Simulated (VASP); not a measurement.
# TiC3 (P3m1) in VASP: single point with PBE

Aim: the single point of TiC3 with PBE.

All numbers are computed with VASP 6.6.1; they aren't measurements. Logs are shortened: lines on timing, memory, paths and dates and some standing lists are left out, and cuts for length are marked.

## (1) The cell of the first run

The structure is trigonal, space group P3m1 (No. 156). The conventional cell has a = 2.768 Å, b = 2.768 Å, c = 5.771 Å, α = 90.00°, β = 90.00°, γ = 120.00°. Ti (site symmetry 3m) has 4 C at 1.88 to 2.38 Å within 2.5 Å. Within 2.5 Å of C (site symmetry 3m) lie 3 Ti at 1.88 Å. C (site symmetry 3m) has 3 C at 1.60 Å within 2.1 Å. Within 2.1 Å of C (site symmetry 3m) lie 3 C at 1.60 Å.

The cell was generated, and may not be a known phase.

## (2) Single point, PBE

INCAR reads:

```
PREC = Accurate ; ENCUT = 600
EDIFF = 1E-6 ; ISMEAR = 0
SIGMA = 0.2 ; LREAL = F
LASPH = T ; NELM = 120
ALGO = Normal ; ISIF = 2
LWAVE = F ; LCHARG = F
GGA = PE ; NBANDS = 20
GGA_COMPAT = F
```

KPOINTS reads:

```
regular mesh
0
Gamma
  7 7 4
```

POSCAR reads:

```
TiC3
1.0
    2.7675710259      0.0000000000      0.0000000000
   -1.3837855130      2.3967868152      0.0000000000
    0.0000000000      0.0000000000      5.7710301577
Ti C
1 3
Direct
    0.6666666667      0.3333333333      0.1917591609
    0.0000000000      0.0000000000      0.3622854108
    0.3333333333      0.6666666667      0.8033664857
    0.6666666667      0.3333333333      0.7786960326
```

Potentials or basis: VASP PAW PBE potentials, release 64 (Ti_sv, C).

Run with:

```console
$ cat potpaw_PBE.64/Ti_sv/POTCAR potpaw_PBE.64/C/POTCAR > POTCAR
$ mpirun -np 1 vasp_std > vasp.out
```

OUTCAR:

```text
PREC = Accurate
   ENCUT = 600
   EDIFF = 1E-6
   ISMEAR = 0
   LREAL = F
   LASPH = T
   NELM = 120
   ISIF = 2
   GGA = PE

 ion  position               nearest neighbor table
   1  0.667  0.333  0.192-   2 1.88   2 1.88   2 1.88   4 2.38
   2  0.000  0.000  0.362-   1 1.88   1 1.88   1 1.88
   3  0.333  0.667  0.803-   4 1.60   4 1.60   4 1.60
   4  0.667  0.333  0.779-   3 1.60   3 1.60   3 1.60   1 2.38

  LATTYP: Found a hexagonal cell.
 ALAT       =     2.7675710259
 C/A-ratio  =     2.0852329005

  Lattice vectors:

 A1 = (   2.7675710259,   0.0000000000,   0.0000000000)
 A2 = (  -1.3837855130,   2.3967868152,   0.0000000000)
 A3 = (   0.0000000000,   0.0000000000,   5.7710301577)

Analysis of symmetry for initial positions (statically):
=====================================================================
 Subroutine PRICEL returns:
 Original cell was already a primitive cell.

 Routine SETGRP: Setting up the symmetry group for a
 hexagonal supercell.

 Subroutine GETGRP returns: Found  6 space group operations
 (whereof  6 operations were pure point group operations)
 out of a pool of 24 trial point group operations.

The static configuration has the point symmetry C_3v.

Analysis of symmetry for dynamics (positions and initial velocities):
=====================================================================
 Subroutine PRICEL returns:
 Original cell was already a primitive cell.

 Routine SETGRP: Setting up the symmetry group for a
 hexagonal supercell.

 Subroutine GETGRP returns: Found  6 space group operations
 (whereof  6 operations were pure point group operations)
 out of a pool of 24 trial point group operations.

The dynamic configuration has the point symmetry C_3v.

 Subroutine INISYM returns: Found  6 space group operations
 (whereof  6 operations are pure point group operations),
 and found     1 'primitive' translations

----------------------------------------------------------------------------------------

                                     Primitive cell

  volume of cell :      38.2808

  direct lattice vectors                    reciprocal lattice vectors
     2.767571026  0.000000000  0.000000000     0.361327673  0.208612630  0.000000000
    -1.383785513  2.396786815  0.000000000     0.000000000  0.417225259  0.000000000
     0.000000000  0.000000000  5.771030158     0.000000000  0.000000000  0.173279289

  length of vectors
     2.767571026  2.767571026  5.771030158     0.417225259  0.417225259  0.173279289

  position of ions in fractional coordinates (direct lattice)
     0.666666667  0.333333333  0.191759161
     0.000000000  0.000000000  0.362285411
     0.333333333  0.666666667  0.803366486
     0.666666667  0.333333333  0.778696033

  ion indices of the primitive-cell ions
   primitive index   ion index
                 1           1
                 2           2
                 3           3
                 4           4

----------------------------------------------------------------------------------------

 KPOINTS: regular mesh

Automatic generation of k-mesh.
 Grid dimensions read from file:
 generate k-points for:    7    7    4

 Generating k-lattice:

  Cartesian coordinates                     Fractional coordinates (reciprocal lattice)
     0.051618239  0.029801804  0.000000000     0.142857143  0.000000000  0.000000000
     0.000000000  0.059603608  0.000000000     0.000000000  0.142857143  0.000000000
     0.000000000  0.000000000  0.043319822     0.000000000  0.000000000  0.250000000

  Length of vectors
     0.059603608  0.059603608  0.043319822

  Shift w.r.t. Gamma in fractional coordinates (k-lattice)
     0.000000000  0.000000000  0.000000000

 Subroutine IBZKPT returns following result:
 ===========================================

 Found     28 irreducible k-points:

 Following reciprocal coordinates:
            Coordinates               Weight
  0.000000  0.000000  0.000000      1.000000
  0.142857 -0.000000  0.000000      6.000000
  0.285714  0.000000  0.000000      6.000000
  0.428571 -0.000000  0.000000      6.000000
  0.142857  0.142857  0.000000      6.000000
  0.285714  0.142857  0.000000     12.000000
[... 16 lines left out ...]
  0.285714  0.000000  0.500000      6.000000
  0.428571 -0.000000  0.500000      6.000000
 [... further k-points ...]
   k-points           NKPTS =     28   k-points in BZ     NKDIM =     28   number of bands    NBANDS=     20
   number of dos      NEDOS =    301   number of ions     NIONS =      4
   total plane-waves  NPLWV =  27648
   dimension x,y,z NGX =    24 NGY =   24 NGZ =   48
   dimension x,y,z NGXF=    48 NGYF=   48 NGZF=   96
   ions per type =               1   3
   NGX,Y,Z   is equivalent  to a cutoff of  14.42, 14.42, 13.83 a.u.
   NGXF,Y,Z  is equivalent  to a cutoff of  28.83, 28.83, 27.65 a.u.
 SYSTEM =  unknown system
   PREC   = accura    normal or accurate (medium, high low for compatibility)
   ISTART =      0    job   : 0-new  1-cont  2-samecut
   ICHARG =      2    charge: 1-file 2-atom 10-const
   ISPIN  =      1    spin polarized calculation?
   LNONCOLLINEAR =      F non collinear calculations
   LSORBIT =      F    spin-orbit coupling
   LASPH  =      T    aspherical Exc in radial PAW
   ENCUT  =  600.0 eV  44.10 Ry    6.64 a.u.   5.53  5.53 11.53*2*pi/ulx,y,z
   NELM   =    120;   NELMIN=  2; NELMDL= -5     # of ELM steps
   EDIFF  = 0.1E-05   stopping-criterion for ELM
   LREAL  =      F    real-space projection
   EDIFFG = 0.1E-04   stopping-criterion for IOM
   NSW    =      0    number of steps for IOM
   IBRION =     -1    ionic relax: 0-MD 1-quasi-New 2-CG
   NFREE  =      0    steps in history (QN), initial steepest desc. (CG)
   ISIF   =      2    stress and relaxation
   ISYM   =      2    0-nonsym 1-usesym 2-fastsym
   POTIM  = 0.5000    time-step for ionic-motion
   TEBEG  =    0.0;   TEEND  =   0.0 temperature during run
   PSTRESS=    0.0 pullay stress
   NELECT =      24.0000    total number of electrons
   NUPDOWN=      -1.0000    fix difference up-down
   EMIN   =  10.00;   EMAX   =-10.00  energy-range for DOS
   EFERMI =   0.00;   METHOD = LEGACY
   ISMEAR =     0;   SIGMA  =   0.20  broadening in eV -4-tet -1-fermi 0-gaus
   EFERMI_NEDOS =   21; number of points for ismear=-14 and -15
   IALGO  =     38    algorithm
   IMIX   =      4    mixing-type and parameters
     AMIX     =   0.40;   BMIX     =  1.00
     AMIX_MAG =   1.60;   BMIX_MAG =  1.00
  volume/ion in A,a.u.               =       9.57        64.58
  Fermi-wavevector in a.u.,A,eV,Ry     =   1.401150  2.647790 26.711261  1.963222
  Thomas-Fermi vector in A             =   2.524040
   LORBIT       =      0    0 simple, 1 ext, 2 COOP (PROOUT), +10 PAW based schemes
   GGA     = PE    functional components
   LHFCALC =     F    Hartree Fock is set to
   AEXX    =    0.0000 exact exchange contribution
   IVDW    =     0    specifies the selected vdW correction
   LEPSILON=     F    determine dielectric tensor
   LRPA    =     F    only Hartree local field effects (RPA)
 non-spin polarized calculation
 Gauss-broadening in eV      SIGMA  =   0.20
  energy-cutoff  :      600.00
  volume of cell :       38.28
 maximum number of plane-waves:      1308
 NGX is ok and might be reduce to    24
   NGX = 11   NGY = 11   NGZ = 23

 number of electron      23.9999997 magnetization

 Free energy of the ion-electron system (eV)
  ---------------------------------------------------
  ext. energy  EPLUGINS =         0.00000000
  ---------------------------------------------------
  free energy    TOTEN  =       -31.15017615 eV

  energy without entropy =      -31.13184809  energy(sigma->0) =      -31.14101212

 E-fermi :   7.0099     XC(G=0): -11.7687

 val. band max:        6.8911814777   @ k =   0.2857   0.1429   0.5000
 cond. band min:       7.0876147187   @ k =   0.4286   0.1429   0.0000
 fundamental gap:      0.1964332411
 Fermi energy:         7.0099143286

 k-point     1 :       0.0000    0.0000    0.0000
  band No.  band energies     occupation
      1     -48.3835      2.00000
      2     -24.8510      2.00000
      3     -24.2508      2.00000
      4     -24.2508      2.00000
      5     -10.7958      2.00000
      6      -2.9825      2.00000
[... 12 lines left out ...]
     19      13.2673      0.00000
     20      14.7612      0.00000

 k-point     2 :       0.1429   -0.0000    0.0000
  band No.  band energies     occupation
      1     -48.3521      2.00000
      2     -24.8190      2.00000
      3     -24.4460      2.00000
      4     -24.2934      2.00000
      5     -10.4026      2.00000
      6      -2.6304      2.00000
[... 12 lines left out ...]
     19      13.8578      0.00000
     20      14.3078      0.00000

 k-point     3 :       0.2857    0.0000    0.0000
  band No.  band energies     occupation
      1     -48.2808      2.00000
      2     -24.8888      2.00000
      3     -24.7267      2.00000
      4     -24.3878      2.00000
      5      -9.2474      2.00000
      6      -1.8833      2.00000
[... 12 lines left out ...]
     19      15.2871      0.00000
     20      16.7929      0.00000

 k-point     4 :       0.4286   -0.0000    0.0000
  band No.  band energies     occupation
      1     -48.2228      2.00000
      2     -25.2089      2.00000
      3     -24.6728      2.00000
      4     -24.4624      2.00000
      5      -7.4814      2.00000
      6      -4.3307      2.00000
[... 429 lines left out ...]
 k-point    23 :       0.2857    0.0000    0.5000
  band No.  band energies     occupation
      1     -48.2808      2.00000
      2     -24.8888      2.00000
      3     -24.7271      2.00000
      4     -24.3878      2.00000
      5      -9.2195      2.00000
      6      -2.1090      2.00000
[... 12 lines left out ...]
     19      15.1480      0.00000
     20      16.6976      0.00000

 k-point    24 :       0.4286   -0.0000    0.5000
  band No.  band energies     occupation
      1     -48.2228      2.00000
      2     -25.2088      2.00000
      3     -24.6730      2.00000
      4     -24.4624      2.00000
      5      -7.4642      2.00000
      6      -4.3413      2.00000
[... 12 lines left out ...]
     19      14.3999      0.00000
     20      17.7224      0.00000

 [... further k-points ...]

------------------------ aborting loop because EDIFF is reached ----------------------------------------

  FORCE on cell =-STRESS in cart. coord.  units (eV):
  Direction    XX          YY          ZZ          XY          YZ          ZX
  --------------------------------------------------------------------------------------
  -------------------------------------------------------------------------------------
  Total       -0.1024009     -0.1024009      0.1477302      0.0000000      0.0000000     -0.0000000
  in kB       -4.2858077     -4.2858077      6.1829864      0.0000000      0.0000000     -0.0000000
  external PRESSURE =      -0.7962097 kB  Pullay stress =       0.0000000 kB

 VOLUME and BASIS-vectors are now :
 -----------------------------------------------------------------------------
  energy-cutoff  :      600.00
  volume of cell :       38.28
      direct lattice vectors                 reciprocal lattice vectors
     2.767571026  0.000000000  0.000000000     0.361327673  0.208612630  0.000000000
    -1.383785513  2.396786815  0.000000000     0.000000000  0.417225259  0.000000000
     0.000000000  0.000000000  5.771030158     0.000000000  0.000000000  0.173279289

 POSITION                                       TOTAL-FORCE (eV/Angst)
 -----------------------------------------------------------------------------------
      1.38379      0.79893      1.10665        -0.000000      0.000000     -0.068493
      0.00000      0.00000      2.09076         0.000000      0.000000     -0.019563
     -0.00000      1.59786      4.63625         0.000000      0.000000      0.039278
      1.38379      0.79893      4.49388         0.000000      0.000000      0.048779
 -----------------------------------------------------------------------------------
    total drift:                                0.000000      0.000000      0.000240

  FREE ENERGIE OF THE ION-ELECTRON SYSTEM (eV)
  ---------------------------------------------------
  free  energy   TOTEN  =       -31.1501761483 eV

  energy  without entropy=      -31.1318480929  energy(sigma->0) =      -31.14101212
```

It took 48 s on 1 thread of Intel Xeon 8259CL, shared host; peak memory 0.18 GiB.

Results:

* Free energy: -31.1502 eV
* Pressure: -0.1 GPa
* Largest force: 0.068 eV/Å
* Band gap on the k mesh: 0.20 eV (least direct gap 0.51 eV)

Forces on the atoms (eV/Å):
```
Ti   0.000  0.000 -0.068
C    0.000  0.000 -0.020
C    0.000  0.000  0.039
C    0.000  0.000  0.049
```

Stress tensor (GPa, compression positive):
```
-0.43  0.00  0.00
 0.00 -0.43  0.00
 0.00  0.00  0.62
```
